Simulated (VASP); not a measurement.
A run of VASP 6.6.1 is set up as follows.

INCAR

```
SYSTEM = Si2Mo
PREC     = Accurate       ! precision mode
ENCUT    = 520            ! plane-wave cutoff, eV
EDIFF    = 1E-7           ! SCF threshold, eV
ISMEAR   = 0              ! smearing method
SIGMA    = 0.05           ! smearing width, eV
LREAL    = .FALSE.        ! projectors in reciprocal space
LASPH    = .TRUE.         ! aspherical terms in the spheres
NELM     = 100            ! most SCF steps
ALGO     = Normal         ! electronic algorithm
ISIF     = 2              ! what is computed and relaxed
LWAVE    = .FALSE.        ! write WAVECAR
LCHARG   = .TRUE.         ! write CHGCAR
LELF     = .TRUE.         ! ELF
LVHAR    = .TRUE.       
NBANDS   = 18             ! bands
```

KPOINTS

```
Automatic mesh
0
G
  10 10 10
  0 0 0
```

Contents of POSCAR:

```
Si2Mo
1.0
   -1.5876135426      1.5876135426      3.8873496263
    1.5876135426     -1.5876135426      3.8873496263
    1.5876135426      1.5876135426     -3.8873496263
Si Mo
2 1
Direct
    0.3354608797      0.3354608797      0.0000000000
    0.6645391203      0.6645391203      0.0000000000
    0.0000000000      0.0000000000      0.0000000000
```

Potentials or basis: VASP PAW LDA potentials, release 64 (Si, Mo_sv).

Launch:

```sh
$ cat potpaw_LDA.64/Si/POTCAR potpaw_LDA.64/Mo_sv/POTCAR > POTCAR
$ mpirun -np 1 vasp_std > vasp.out
```

**Question.** What does it give for the pressure?

**Answer.** 0.7 GPa.

**Question.** Estimate the largest force.

**Answer.** 0.013 eV/Å.

**Question.** Estimate the band gap on the k mesh.

**Answer.** Zero (bands 11 and 12 overlap by 0.93 eV).

Forces on the atoms (eV/Å):
```
Si   0.000  0.000 -0.013
Si   0.000  0.000  0.013
Mo   0.000  0.000  0.000
```
